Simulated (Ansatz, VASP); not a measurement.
## NiGe in VASP and in Ansatz

```
Ni Ge
1.0
     2.93621    0.00000    0.00000
     0.00000    2.93621    0.00000
     0.00000    0.00000    2.92733
Ni Ge
1 1
Direct
  0.50000 0.50000 0.50000
  0.00000 0.00000 0.00000
```

Alike in both runs: functional r2SCAN; k mesh 6 × 6 × 6; occupations gaussian, width 0.1 eV; no spin polarisation.

Ansatz relaxed the structure, and its values are those at the end. VASP's run is a single point on that final structure, the one shown.

```csv
,VASP,Ansatz
version,VASP 6.6.1,Ansatz 0.2.0
potentials or method,"VASP PAW PBE potentials, release 64 (Ni, Ge_d), cutoff 520 eV","scalar-relativistic, plane waves, PAW"
valence electrons in the cell,24,32
```

```tsv
	VASP	Ansatz	Ansatz less VASP
gap on the k mesh at the Fermi level (eV)	none	none	-
pressure (GPa)	0.0	0.0	+0.01
```

VASP's potentials were made for PBE, not for r2SCAN. A gap of «none» marks a metal or a gap that the smearing closes. VASP's potentials hold 24 valence electrons a cell and Ansatz's 32, so a difference there can come from the potentials and not from the codes.
